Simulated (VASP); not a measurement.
SiAsP3:

```
Si As P
1.0
     4.61559    0.00000    0.00000
     0.00000    4.61559    0.00000
     0.00000    0.00000    4.61559
Si As P
1 1 3
Direct
  0.00000 0.00000 0.00000
  0.50000 0.50000 0.50000
  0.00000 0.50000 0.50000
  0.50000 0.00000 0.50000
  0.50000 0.50000 0.00000
```

| Property | Result |
| --- | --- |
| Program | VASP 6.6.1 |
| Task | relaxation of cell and atoms |
| Functional | r2SCAN |
| Dispersion | rVV10 |
| Potentials or basis | VASP PAW PBE potentials, release 64 (Si, As, P) |
| Cutoff | 600 eV |
| k mesh | 6 × 6 × 6 |
| Occupations | fermi-dirac, width 0.03 eV |
| Spin | no spin polarisation |

At the start: pressure 1.8 GPa; volume 19.67 Å³/atom.

Where does the relaxation end?

Over 3 steps the energy falls by 2.7 meV/atom and the volume is 20.16 Å³/atom (+2.5 %); space group Pm-3m (No. 221, to 0.1 Å) before and after.

The path:
```
step  energy change (eV)  largest force (eV/Å)  pressure (GPa)  volume (Å³)
   1              0.0000                0.0000            1.83        98.33
   2             -0.0125                0.0000           -0.52       101.56
   3             -0.0137                0.0000            0.00       100.79
```

Final structure:
```cif
data_structure
_symmetry_space_group_name_H-M 'P 1'
_symmetry_Int_Tables_number 1
_cell_length_a 4.6538
_cell_length_b 4.6538
_cell_length_c 4.6538
_cell_angle_alpha 90.000
_cell_angle_beta 90.000
_cell_angle_gamma 90.000
_cell_volume 100.79
loop_
_atom_site_label
_atom_site_type_symbol
_atom_site_fract_x
_atom_site_fract_y
_atom_site_fract_z
_atom_site_occupancy
Si1 Si 0.00000 0.00000 0.00000 1
As1 As 0.50000 0.50000 0.50000 1
P1 P 0.00000 0.50000 0.50000 1
P2 P 0.50000 0.00000 0.50000 1
P3 P 0.50000 0.50000 0.00000 1
```

Caveat: the PAW data sets were made with another functional, which shifts forces and pressure a little.
